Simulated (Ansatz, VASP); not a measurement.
**Zr in VASP and in Ansatz**

```xyz
2
Lattice="3.3159 0.0000 0.0000 -1.6579 2.8716 0.0000 0.0000 0.0000 5.3086" Properties=species:S:1:pos:R:3 pbc="T T T"
Zr    0.0000    1.9144    1.3271
Zr    1.6579    0.9572    3.9814
```

Alike in both runs: task single point; functional PBE; k mesh 18 × 18 × 10; occupations fermi-dirac, width 0.1 eV; no spin polarisation.

|  | VASP | Ansatz |
| --- | --- | --- |
| version | VASP 6.6.1 | Ansatz 0.2.0 |
| potentials or method | VASP PAW PBE potentials, release 64 (Zr_sv), cutoff 520 eV | plane waves (420 eV) with PAW, scalar-relativistic |
| valence electrons in the cell | 24 | 24 |

```tsv
	VASP	Ansatz	Ansatz less VASP
pressure (GPa)	-6.3	-6.3	-0.01
traceless stress, the component that is largest in VASP (GPa)	-0.20	-0.19	+0.003
```
